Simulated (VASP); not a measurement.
# H3C5I2N (C5H3I2N): single point with r2SCAN

H3C5I2N (C5H3I2N):

```
H C I N
1.0
     0.00000    8.67849    3.12896
     3.50067    0.00000    3.12896
     3.50067    8.67849    0.00000
H C I N
3 5 2 1
Direct
  0.24999 0.49781 0.50219
  0.49781 0.24999 0.75001
  0.17095 0.17095 0.82905
  0.61258 0.74258 0.25742
  0.74258 0.61258 0.38742
  0.38694 0.52534 0.47466
  0.52534 0.38694 0.61306
  0.34462 0.34462 0.65538
  0.69054 0.02682 0.97318
  0.02682 0.69054 0.30946
  0.78733 0.78733 0.21267
```

| Item | Value |
| --- | --- |
| Program | VASP 6.6.1 |
| Task | single point |
| Functional | r2SCAN |
| Potentials or basis | VASP PAW PBE potentials, release 64 (H, C, I, N) |
| Cutoff | 660 eV |
| k mesh | 4 × 4 × 4 |
| Occupations | gaussian, width 0.02 eV |
| Spin | no spin polarisation |

```yaml
Pressure: 0.1 GPa
Largest_force: 0.181 eV/Å
Band_gap_on_the_k_mesh: 3.35 eV, indirect (least direct gap 3.73 eV)
```

Forces in eV/Å, atoms in the order of the input:
```
H    0.000 -0.039 -0.022
H    0.000  0.039 -0.022
H    0.000  0.000 -0.045
C    0.000 -0.179  0.030
C    0.000  0.179  0.030
C    0.000 -0.026 -0.014
C    0.000  0.026 -0.014
C    0.000  0.000 -0.025
I    0.000  0.035 -0.023
I    0.000 -0.035 -0.023
N    0.000  0.000  0.126
```

Stress tensor (GPa, compression positive):
```
-0.11  0.00  0.00
 0.00  0.19  0.00
 0.00  0.00  0.14
```

Levels at points of the mesh, in eV from the valence-band top:
| k point | band 18 | band 19 | band 20 | band 21 | band 22 | band 23 | band 24 | band 25 |
| --- | --- | --- | --- | --- | --- | --- | --- | --- |
| (0.00, 0.00, 0.00) | -0.93 | -0.87 | -0.69 | -0.48 | 3.51 | 3.80 | 3.93 | 4.27 |
| (0.50, 0.00, 0.00) | -1.04 | -0.83 | -0.69 | -0.42 | 3.70 | 3.94 | 4.15 | 4.48 |
| (0.50, 0.50, 0.00) | -1.26 | -1.06 | -0.93 | -0.58 | 3.35 | 3.83 | 4.35 | 4.81 |
| (0.50, 0.00, 0.50) | -0.98 | -0.80 | -0.78 | -0.43 | 3.46 | 3.54 | 3.88 | 4.81 |
| (0.00, 0.50, 0.50) | -1.42 | -1.41 | -1.01 | 0.00 | 3.73 | 3.94 | 4.10 | 4.45 |

Wall time 15 min on 1 thread of Intel(R) Xeon(R) Platinum 8375C CPU @ 2.90GHz (Ice Lake), on a shared host, peak memory 0.7 GiB.

Caveat: the PAW data sets were made with another functional, which shifts forces and pressure a little; spin-orbit coupling is left out, which moves the levels of the heavy elements. A k mesh can miss the band edges.
